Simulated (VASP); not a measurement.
# CuSi16 (a cell with a defect) in VASP: single point with PBE+D3(BJ)

Aim: the single point of CuSi16 (a cell with a defect) with PBE+D3(BJ).

Everything below comes from runs of VASP 6.6.1. Logs are shortened: lines on timing, memory, paths and dates and some standing lists are left out, and cuts for length are marked.

## Step 1: The cell of the first run

The cell holds a defect, 17 atoms: a = 7.679 Å, b = 7.679 Å, c = 7.679 Å, α = 60.00°, β = 60.00°, γ = 60.00°.

## Step 2: Single point, PBE+D3(BJ)

Contents of INCAR:

```
SYSTEM = CuSi16
ALGO = Normal
EDIFF = 1E-7
ENCUT = 520
GGA = PE
ISIF = 2
ISMEAR = -1
IVDW = 12
LASPH = .True.
LCHARG = .False.
LREAL = Auto
LWAVE = .False.
NBANDS = 52
NELECT = 74.0
NELM = 80
PREC = Accurate
SIGMA = 0.02
```

Contents of KPOINTS:

```
k-points
0
Gamma
  2 2 2
  0 0 0
```

Contents of POSCAR:

```
CuSi16
1.0
    0.0000000000      5.4300000000      5.4300000000
    5.4300000000      0.0000000000      5.4300000000
    5.4300000000      5.4300000000      0.0000000000
Si Cu
16 1
Direct
    0.0023291589     -0.0014727787      0.0062822730
    0.1132006056      0.1131607741      0.1613466338
   -0.0172086049     -0.0072596839      0.5327930944
    0.1314453788      0.1273186628      0.6176945976
    0.0009313921      0.4936926335      0.0084191114
    0.1371757321      0.6264864406      0.1114340172
    0.0056855773      0.5040162702      0.4860417193
    0.1299170007      0.6254357261      0.6178115193
    0.4913839795      0.0011727492      0.0063979811
    0.6301027604      0.1298519399      0.1117254699
    0.5066251827     -0.0007946824      0.4861033305
    0.6136666128      0.1320978252      0.6214150573
    0.5090219390      0.5018208875     -0.0134498134
    0.6289516975      0.6287146203      0.1119208975
    0.5057887685      0.5072918609      0.4863215830
    0.6326064661      0.6265994111      0.6132412251
    0.2207524528      0.2471469435      0.7907808031
```

Potentials or basis: VASP PAW PBE potentials, release 64 (Si, Cu).

Run with:

```console
cat potpaw_PBE.64/Si/POTCAR potpaw_PBE.64/Cu/POTCAR > POTCAR
mpirun -np 1 vasp_std > vasp.out
```

OUTCAR:

```text
SYSTEM = CuSi16
   EDIFF = 1E-7
   ENCUT = 520
   GGA = PE
   ISIF = 2
   ISMEAR = -1
   IVDW = 12
   LASPH = .True.
   LREAL = Auto
   NELECT = 74.0
   NELM = 80
   PREC = Accurate
 IVDW          = 12

 ion  position               nearest neighbor table
   1  0.002  0.999  0.006-   6 2.34  10 2.34   2 2.39   4 2.44  17 2.54
   2  0.113  0.113  0.161-  17 2.33   3 2.33   9 2.38   5 2.39   1 2.39
   3  0.983  0.993  0.533-   8 2.32   4 2.32  12 2.33   2 2.33
   4  0.131  0.127  0.618-   3 2.32  11 2.35   7 2.36  17 2.42   1 2.44
   5  0.001  0.494  0.008-  14 2.34   6 2.34   2 2.39   8 2.45  17 2.52
   6  0.137  0.626  0.111-  13 2.33   1 2.34   5 2.34   7 2.35
   7  0.006  0.504  0.486-  16 2.34   6 2.35   4 2.36   8 2.37  17 2.84
   8  0.130  0.625  0.618-   3 2.32  15 2.36   7 2.37  17 2.39   5 2.45
   9  0.491  0.001  0.006-  14 2.34  10 2.34   2 2.38  12 2.41  17 2.65
  10  0.630  0.130  0.112-  13 2.33   1 2.34   9 2.34  11 2.35
  11  0.507  0.999  0.486-  16 2.34  10 2.35   4 2.35  12 2.36
  12  0.614  0.132  0.621-   3 2.33  15 2.36  11 2.36   9 2.41  17 2.48
  13  0.509  0.502  0.987-   6 2.33  10 2.33  14 2.33  16 2.34
  14  0.629  0.629  0.112-  13 2.33   5 2.34   9 2.34  15 2.35
  15  0.506  0.507  0.486-  16 2.34  14 2.35  12 2.36   8 2.36
  16  0.633  0.627  0.613-  11 2.34  15 2.34   7 2.34  13 2.34
  17  0.221  0.247  0.791-   2 2.33   8 2.39   4 2.42  12 2.48   5 2.52   1 2.54   9 2.65   7 2.84

  LATTYP: Found a face centered cubic cell.
 ALAT       =    10.8600000000

  Lattice vectors:

 A1 = (   0.0000000000,   5.4300000000,   5.4300000000)
 A2 = (   5.4300000000,   0.0000000000,   5.4300000000)
 A3 = (   5.4300000000,   5.4300000000,   0.0000000000)

Analysis of symmetry for initial positions (statically):
=====================================================================
 Subroutine PRICEL returns:
 Original cell was already a primitive cell.

 Routine SETGRP: Setting up the symmetry group for a
 face centered cubic supercell.

 Subroutine GETGRP returns: Found  1 space group operations
 (whereof  1 operations were pure point group operations)
 out of a pool of 48 trial point group operations.

The static configuration has the point symmetry C_1 .

Analysis of symmetry for dynamics (positions and initial velocities):
=====================================================================
 Subroutine PRICEL returns:
 Original cell was already a primitive cell.

 Routine SETGRP: Setting up the symmetry group for a
 face centered cubic supercell.

 Subroutine GETGRP returns: Found  1 space group operations
 (whereof  1 operations were pure point group operations)
 out of a pool of 48 trial point group operations.

The dynamic configuration has the point symmetry C_1 .

 Subroutine INISYM returns: Found  1 space group operations
 (whereof  1 operations are pure point group operations),
 and found     1 'primitive' translations

----------------------------------------------------------------------------------------

                                     Primitive cell

  volume of cell :     320.2060

  direct lattice vectors                    reciprocal lattice vectors
     0.000000000  5.430000000  5.430000000    -0.092081031  0.092081031  0.092081031
     5.430000000  0.000000000  5.430000000     0.092081031 -0.092081031  0.092081031
     5.430000000  5.430000000  0.000000000     0.092081031  0.092081031 -0.092081031

  length of vectors
     7.679179644  7.679179644  7.679179644     0.159489025  0.159489025  0.159489025

  position of ions in fractional coordinates (direct lattice)
     0.002329159  0.998527221  0.006282273
     0.113200606  0.113160774  0.161346634
     0.982791395  0.992740316  0.532793094
     0.131445379  0.127318663  0.617694598
     0.000931392  0.493692633  0.008419111
     0.137175732  0.626486441  0.111434017
[... 9 lines left out ...]
     0.632606466  0.626599411  0.613241225
     0.220752453  0.247146943  0.790780803

  ion indices of the primitive-cell ions
   primitive index   ion index
                 1           1
                 2           2
                 3           3
                 4           4
                 5           5
                 6           6
[... 9 lines left out ...]
                16          16
                17          17

----------------------------------------------------------------------------------------

 KPOINTS: k-points

Automatic generation of k-mesh.
 Grid dimensions read from file:
 generate k-points for:    2    2    2

 Generating k-lattice:

  Cartesian coordinates                     Fractional coordinates (reciprocal lattice)
    -0.046040516  0.046040516  0.046040516     0.500000000  0.000000000  0.000000000
     0.046040516 -0.046040516  0.046040516     0.000000000  0.500000000  0.000000000
     0.046040516  0.046040516 -0.046040516     0.000000000  0.000000000  0.500000000

  Length of vectors
     0.079744512  0.079744512  0.079744512

  Shift w.r.t. Gamma in fractional coordinates (k-lattice)
     0.000000000  0.000000000  0.000000000

 Subroutine IBZKPT returns following result:
 ===========================================

 Found      8 irreducible k-points:

 Following reciprocal coordinates:
            Coordinates               Weight
  0.000000  0.000000  0.000000      1.000000
  0.500000  0.000000  0.000000      1.000000
  0.000000  0.500000  0.000000      1.000000
  0.000000  0.000000  0.500000      1.000000
  0.500000  0.500000  0.500000      1.000000
  0.500000  0.500000  0.000000      1.000000
  0.000000  0.500000  0.500000      1.000000
  0.500000  0.000000  0.500000      1.000000
   k-points           NKPTS =      8   k-points in BZ     NKDIM =      8   number of bands    NBANDS=     52
   number of dos      NEDOS =    301   number of ions     NIONS =     17
   total plane-waves  NPLWV = 216000
   dimension x,y,z NGX =    60 NGY =   60 NGZ =   60
   dimension x,y,z NGXF=   120 NGYF=  120 NGZF=  120
   ions per type =              16   1
   NGX,Y,Z   is equivalent  to a cutoff of  12.99, 12.99, 12.99 a.u.
   NGXF,Y,Z  is equivalent  to a cutoff of  25.98, 25.98, 25.98 a.u.
 SYSTEM =  CuSi16
   PREC   = accura    normal or accurate (medium, high low for compatibility)
   ISTART =      0    job   : 0-new  1-cont  2-samecut
   ICHARG =      2    charge: 1-file 2-atom 10-const
   ISPIN  =      1    spin polarized calculation?
   LNONCOLLINEAR =      F non collinear calculations
   LSORBIT =      F    spin-orbit coupling
   LASPH  =      T    aspherical Exc in radial PAW
   ENCUT  =  520.0 eV  38.22 Ry    6.18 a.u.  14.28 14.28 14.28*2*pi/ulx,y,z
   NELM   =     80;   NELMIN=  2; NELMDL= -5     # of ELM steps
   EDIFF  = 0.1E-06   stopping-criterion for ELM
   LREAL  =      T    real-space projection
   EDIFFG = 0.1E-05   stopping-criterion for IOM
   NSW    =      0    number of steps for IOM
   IBRION =     -1    ionic relax: 0-MD 1-quasi-New 2-CG
   NFREE  =      0    steps in history (QN), initial steepest desc. (CG)
   ISIF   =      2    stress and relaxation
   ISYM   =      2    0-nonsym 1-usesym 2-fastsym
   POTIM  = 0.5000    time-step for ionic-motion
   TEBEG  =    0.0;   TEEND  =   0.0 temperature during run
   PSTRESS=    0.0 pullay stress
   NELECT =      74.0000    total number of electrons
   NUPDOWN=      -1.0000    fix difference up-down
   EMIN   =  10.00;   EMAX   =-10.00  energy-range for DOS
   EFERMI =   0.00;   METHOD = LEGACY
   ISMEAR =    -1;   SIGMA  =   0.02  broadening in eV -4-tet -1-fermi 0-gaus
   EFERMI_NEDOS =   21; number of points for ismear=-14 and -15
   IALGO  =     38    algorithm
   IMIX   =      4    mixing-type and parameters
     AMIX     =   0.40;   BMIX     =  1.00
     AMIX_MAG =   1.60;   BMIX_MAG =  1.00
  volume/ion in A,a.u.               =      18.84       127.11
  Fermi-wavevector in a.u.,A,eV,Ry     =   1.004636  1.898488 13.732283  1.009294
  Thomas-Fermi vector in A             =   2.137265
   LORBIT       =      0    0 simple, 1 ext, 2 COOP (PROOUT), +10 PAW based schemes
   GGA     = PE    functional components
   LHFCALC =     F    Hartree Fock is set to
   AEXX    =    0.0000 exact exchange contribution
   IVDW    =    12    specifies the selected vdW correction
   LEPSILON=     F    determine dielectric tensor
   LRPA    =     F    only Hartree local field effects (RPA)
 non-spin polarized calculation
  energy-cutoff  :      520.00
  volume of cell :      320.21
 maximum number of plane-waves:      8646
 NGX is ok and might be reduce to    60
   NGX = 29   NGY = 29   NGZ = 29

 number of electron      74.0000002 magnetization

 Free energy of the ion-electron system (eV)
  ---------------------------------------------------
  ext. energy  EPLUGINS =         0.00000000
  ---------------------------------------------------
  free energy    TOTEN  =       -94.21788975 eV

  energy without entropy =      -94.21786680  energy(sigma->0) =      -94.21787827

 E-fermi :   6.3850     XC(G=0):  -9.6082

 val. band max:        6.2148438124   @ k =   0.0000   0.0000   0.0000
 cond. band min:       6.5516582057   @ k =   0.0000   0.0000   0.0000
 fundamental gap:      0.3368143933
 Fermi energy:         6.3849888440

 k-point     1 :       0.0000    0.0000    0.0000
  band No.  band energies     occupation
      1      -5.8944      2.00000
      2      -3.5493      2.00000
      3      -3.5076      2.00000
      4      -3.4732      2.00000
      5      -3.4673      2.00000
      6      -2.0427      2.00000
[... 41 lines left out ...]
     48       8.4539      0.00000
     49       8.7252      0.00000

 k-point     2 :       0.5000    0.0000    0.0000
  band No.  band energies     occupation
      1      -5.2325      2.00000
      2      -4.9262      2.00000
      3      -3.2931      2.00000
      4      -3.2569      2.00000
      5      -3.1665      2.00000
      6      -3.0433      2.00000
[... 304 lines left out ...]
 k-point     8 :       0.5000    0.0000    0.5000
  band No.  band energies     occupation
      1      -4.9258      2.00000
      2      -4.7286      2.00000
      3      -3.8713      2.00000
      4      -3.7763      2.00000
      5      -3.7483      2.00000
      6      -3.7349      2.00000
[... 41 lines left out ...]
     48      10.4956      0.00000
     49      10.5226      0.00000
 [bands above 49 left out]

------------------------ aborting loop because EDIFF is reached ----------------------------------------

 Edisp (eV)   -5.66944

 E8    (eV) :    -2.3514

  FORCE on cell =-STRESS in cart. coord.  units (eV):
  Direction    XX          YY          ZZ          XY          YZ          ZX
  --------------------------------------------------------------------------------------
  -------------------------------------------------------------------------------------
  Total      -7.55265    -7.95519    -7.61730     0.13218    -0.43528     0.07103
  in kB     -37.79030   -39.80443   -38.11381     0.66135    -2.17794     0.35540
  external pressure =      -38.57 kB  Pullay stress =        0.00 kB

 VOLUME and BASIS-vectors are now :
 -----------------------------------------------------------------------------
  energy-cutoff  :      520.00
  volume of cell :      320.21
      direct lattice vectors                 reciprocal lattice vectors
     0.000000000  5.430000000  5.430000000    -0.092081031  0.092081031  0.092081031
     5.430000000  0.000000000  5.430000000     0.092081031 -0.092081031  0.092081031
     5.430000000  5.430000000  0.000000000     0.092081031  0.092081031 -0.092081031

 POSITION                                       TOTAL-FORCE (eV/Angst)
 -----------------------------------------------------------------------------------
      5.45612      0.04676      5.43465         0.003817      0.005350      0.004628
      1.49058      1.49079      1.22914         0.006593      0.022168     -0.022675
      8.28365      8.22962     10.72714         0.021398     -0.026191      0.023993
      4.04542      4.06783      1.40509         0.007120      0.023149     -0.010145
      2.72647      0.05077      2.68581        -0.017676     -0.033845      0.050077
      4.00691      1.34995      4.14669        -0.018632      0.008341     -0.016874
[... 9 lines left out ...]
      6.73233      6.76495      6.83749        -0.029792     -0.002149     -0.004237
      5.63595      5.49263      2.54069        -0.058702      0.005289      0.005258
 -----------------------------------------------------------------------------------
    total drift:                               -0.001109     -0.008253      0.000496

  FREE ENERGIE OF THE ION-ELECTRON SYSTEM (eV)
  ---------------------------------------------------
  free  energy   TOTEN  =       -99.8873264387 eV

  energy  without entropy=      -99.8873034848  energy(sigma->0) =      -99.88731496
```

Run time: 3.1 min. Hardware: 1 thread of Intel Xeon 6975P-C (Granite Rapids), shared host; peak memory 0.49 GiB.

Results:

- Free energy: -99.8873 eV
- Largest force: 0.063 eV/Å
- Dispersion energy per atom: -0.333 eV

Forces on the atoms (eV/Å):
```
Si   0.004  0.005  0.005
Si   0.007  0.022 -0.023
Si   0.021 -0.026  0.024
Si   0.007  0.023 -0.010
Si  -0.018 -0.034  0.050
Si  -0.019  0.008 -0.017
Si   0.026  0.006  0.033
Si  -0.015  0.036 -0.028
Si   0.022  0.001 -0.005
Si  -0.005 -0.006 -0.004
Si   0.025 -0.010  0.007
Si  -0.009 -0.008 -0.013
Si   0.022  0.002  0.002
Si  -0.021  0.003 -0.016
Si   0.042 -0.026 -0.007
Si  -0.030 -0.002 -0.004
Cu  -0.059  0.005  0.005
```

Levels at points of the mesh, in eV from the Fermi level:
```csv
k point,band 33,band 34,band 35,band 36,band 37,band 38,band 39,band 40,band 41,band 42
"(0.00, 0.00, 0.00)",-0.92,-0.87,-0.64,-0.20,-0.17,0.17,0.59,0.60,0.62,0.65
"(0.50, 0.00, 0.00)",-2.01,-0.89,-0.86,-0.75,-0.61,0.57,1.07,1.29,1.34,1.50
"(0.00, 0.50, 0.00)",-1.99,-0.90,-0.83,-0.77,-0.71,0.58,1.10,1.29,1.32,1.49
"(0.00, 0.00, 0.50)",-2.01,-0.93,-0.91,-0.75,-0.71,0.43,1.24,1.33,1.34,1.42
"(0.50, 0.50, 0.50)",-1.99,-0.90,-0.84,-0.78,-0.68,0.58,1.10,1.28,1.32,1.48
"(0.50, 0.50, 0.00)",-1.82,-1.53,-1.43,-1.41,-0.96,0.66,1.06,2.02,2.08,2.12
"(0.00, 0.50, 0.50)",-1.82,-1.53,-1.43,-1.42,-0.95,0.67,1.06,2.02,2.08,2.12
"(0.50, 0.00, 0.50)",-1.85,-1.51,-1.46,-1.40,-0.98,0.67,1.05,2.02,2.06,2.15
```

Caveat: the k points lie up to 0.50 Å⁻¹ apart; the cell carries a net charge on a neutralising background, which shifts energy and pressure; the cell is charged against a uniform background, so pressure and absolute levels hang on convention.
